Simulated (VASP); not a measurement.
Set up this calculation in VASP 6.6.1, as the native input.

| Quantity | Value |
| --- | --- |
| Task | single point |
| Functional | r2SCAN |
| Dispersion | D3(BJ) |
| Potentials or basis | VASP PAW PBE potentials, release 64 (Hg, Te) |
| Cutoff | 520 eV |
| k mesh | 10 × 10 × 10 |
| Occupations | gaussian, width 0.05 eV |
| Spin | no spin polarisation |
| Dipole correction | no |
| Further INCAR settings | ALGO = Normal; EDIFF = 1e-06; NBANDS = 16 |

Crystal: HgTe (Coloradoite).

```
CELL_PARAMETERS angstrom
0.00000 3.03183 3.03183
3.03183 0.00000 3.03183
3.03183 3.03183 0.00000
ATOMIC_POSITIONS crystal
Hg 0.00000 0.00000 0.00000
Te 0.25000 0.25000 0.25000
```

This cell differs from its parent crystal: volume scaled by 0.800.

These files were run (other wordings do the same):

POSCAR

```
HgTe
1.0
    0.0000000000      3.0318330098      3.0318330098
    3.0318330098      0.0000000000      3.0318330098
    3.0318330098      3.0318330098      0.0000000000
Hg Te
1 1
Direct
    0.0000000000      0.0000000000      0.0000000000
    0.2500000000      0.2500000000      0.2500000000
```

INCAR.step1

```
SYSTEM = HgTe
ALGO     = Normal         ! electronic algorithm
EDIFF    = 1E-4           ! SCF threshold, eV
ENCUT    = 520            ! plane-wave cutoff, eV
GGA      = PE             ! functional
ISMEAR   = 0              ! smearing method
LASPH    = .TRUE.         ! aspherical terms in the spheres
LCHARG   = .FALSE.        ! write CHGCAR
LREAL    = .FALSE.        ! projectors in reciprocal space
LWAVE    = .TRUE.         ! write WAVECAR
NBANDS   = 16             ! bands
NELM     = 60             ! most SCF steps
PREC     = Accurate       ! precision mode
SIGMA    = 0.05           ! smearing width, eV
```

INCAR.step2

```
SYSTEM = HgTe
ALGO     = Normal         ! electronic algorithm
EDIFF    = 1E-6           ! SCF threshold, eV
ENCUT    = 520            ! plane-wave cutoff, eV
ISIF     = 2              ! what is computed and relaxed
ISMEAR   = 0              ! smearing method
ISTART   = 1            
IVDW     = 12             ! dispersion correction
LASPH    = .TRUE.         ! aspherical terms in the spheres
LCHARG   = .FALSE.        ! write CHGCAR
LMIXTAU  = .TRUE.       
LREAL    = .FALSE.        ! projectors in reciprocal space
LWAVE    = .FALSE.        ! write WAVECAR
METAGGA  = R2SCAN         ! meta-GGA
NBANDS   = 16             ! bands
NELM     = 60             ! most SCF steps
PREC     = Accurate       ! precision mode
SIGMA    = 0.05           ! smearing width, eV
VDW_A1   = 0.49484001   
VDW_A2   = 5.73083694   
VDW_S6   = 1.0          
VDW_S8   = 0.78981345
```

KPOINTS

```
k-points
0
G
  10 10 10
  0 0 0
```

Potentials or basis: VASP PAW PBE potentials, release 64 (Hg, Te).

Launch:

```bash
$ cat potpaw_PBE.64/Hg/POTCAR potpaw_PBE.64/Te/POTCAR > POTCAR
$ cp INCAR.step1 INCAR
$ mpirun -np 1 vasp_std > vasp.out
$ cp INCAR.step2 INCAR
$ mpirun -np 1 vasp_std > vasp.out
```

It gave:

```yaml
Pressure: 16.9 GPa
Band_gap_on_the_k_mesh: 0.14 eV, direct
Dispersion_energy_per_atom: -0.212 eV
```

Caveat: the PAW data sets were made with another functional, which shifts forces and pressure a little; spin-orbit coupling is left out, which moves the levels of the heavy elements.

It took 85 s on 1 thread of Intel Xeon 6975P-C (shared host), peak memory 0.22 GiB.
